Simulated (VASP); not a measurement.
Write the native input for VASP 6.6.1 that does the following.

```yaml
Task: single point
Functional: PBE
Potentials_or_basis: VASP PAW PBE potentials, release 64 (Re_sv_GW)
Cutoff: 560 eV
k_mesh: 10 × 10 × 10
Occupations: gaussian, width 0.15 eV
Spin: no spin polarisation
Dipole_correction: no
Further_INCAR_settings: ALGO = Normal; EDIFF = 1e-06; NBANDS = 14
```

The structure of Re lies in POSCAR:

```
Re
1.0
    0.0000000000      2.1331671267      1.6489381890
    2.1331671267      0.0000000000      1.6489381890
    2.1331671267      2.1331671267      0.0000000000
Re
1
Direct
    0.0000000000      0.0000000000      0.0000000000
```

One way to write it, as run:

INCAR

```
PREC = Accurate
ENCUT = 560
EDIFF = 1E-6
ISMEAR = 0
SIGMA = 0.15
LREAL = F
LASPH = T
NELM = 120
ALGO = Normal
ISIF = 2
LWAVE = F
LCHARG = F
GGA = PE
NBANDS = 14
GGA_COMPAT = F
```

KPOINTS

```
regular mesh
0
Gamma
  10 10 10
```

Potentials or basis: VASP PAW PBE potentials, release 64 (Re_sv_GW).

The run is started by

```sh
$ cat potpaw_PBE.64/Re_sv_GW/POTCAR > POTCAR
$ mpirun -np 1 vasp_std > vasp.out
```

Results of the run:

```json
{
 "Pressure": "1.1 GPa",
 "Band gap on the k mesh": "zero (an odd number of electrons rules out a gap without spin polarisation)"
}
```

Caveat: spin-orbit coupling is left out, which moves the levels of the heavy elements.

Run time: 14 s on 1 thread of AMD EPYC 9R45 96-Core Processor (Zen 5), on a shared host, peak memory 0.13 GiB.
